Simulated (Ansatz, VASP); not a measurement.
**One calculation of Re, two programs**

Contents of INCAR:

```
SYSTEM = Re
PREC = Accurate ; ENCUT = 520
EDIFF = 1E-8 ; ISMEAR = -1
SIGMA = 0.05 ; LREAL = .FALSE.
LASPH = .TRUE. ; NELM = 60
ALGO = Normal ; ISIF = 2
LWAVE = .FALSE. ; LCHARG = .FALSE.
GGA = PE ; LEFG = .TRUE.
NBANDS = 14
```

Contents of KPOINTS:

```
regular mesh
0
G
  14 14 8
  0 0 0
```

POSCAR

```
Re
1.0
    2.7608000000      0.0000000000      0.0000000000
   -1.3804000000      2.3909229348      0.0000000000
    0.0000000000      0.0000000000      4.4582000000
Re
2
Direct
    0.3333333333      0.6666666667      0.2500000000
    0.6666666667      0.3333333333      0.7500000000
```

Input for Ansatz:

```yaml
crystal:
  lattice:
    - [2.7608, 0.0, 0.0]
    - [-1.3804, 2.3909229348, 0.0]
    - [0.0, 0.0, 4.4582]
  atoms:
    - { symbol: Re, position: [0.3333333333, 0.6666666667, 0.25] }
    - { symbol: Re, position: [0.6666666667, 0.3333333333, 0.75] }
kpoints:
  mp_grid: { grid: [14, 14, 8] }
scf:
  occupations: { method: fermi_dirac, width: 0.05 }
hamiltonian:
  xc: pbe
  pseudopotentials: { kind: paw }
output:
  forces: true
  stress: true
  populations: true
  efg: { quadrupole_moments_barn: { Re: 2.18 }, contact_densities: true }
  write_density: true
  write_potential: true
  elf: true
  volumetric_format: npy
```

Alike in both runs: task electric field gradients; functional PBE; k mesh 14 × 14 × 8; occupations fermi-dirac, width 0.05 eV; no spin polarisation.

|  | VASP | Ansatz |
| --- | --- | --- |
| version | VASP 6.6.1 | Ansatz 0.2.0 |
| potentials or method | VASP PAW PBE potentials, release 64 (Re) | plane-wave PAW, scalar-relativistic |
| plane-wave cutoff (eV) | 520 | 420 |
| valence electrons in the cell | 14 | 30 |

|  | VASP | Ansatz | Ansatz less VASP |
| --- | --- | --- | --- |
| pressure (GPa) | 5.7 | 6.1 | +0.45 |
| traceless stress, the component that is largest in VASP (GPa) | 0.50 | 0.62 | +0.123 |
| size of Vzz on the site where it differs most (V/Å²) | 72.3 | 63.8 | -8.45 |

The functional is the same, so the differences come from potentials, cutoffs and numerics. VASP's potentials hold 14 valence electrons a cell and Ansatz's 30, so a difference there can come from the potentials and not from the codes.

Neither program's run includes spin-orbit coupling.
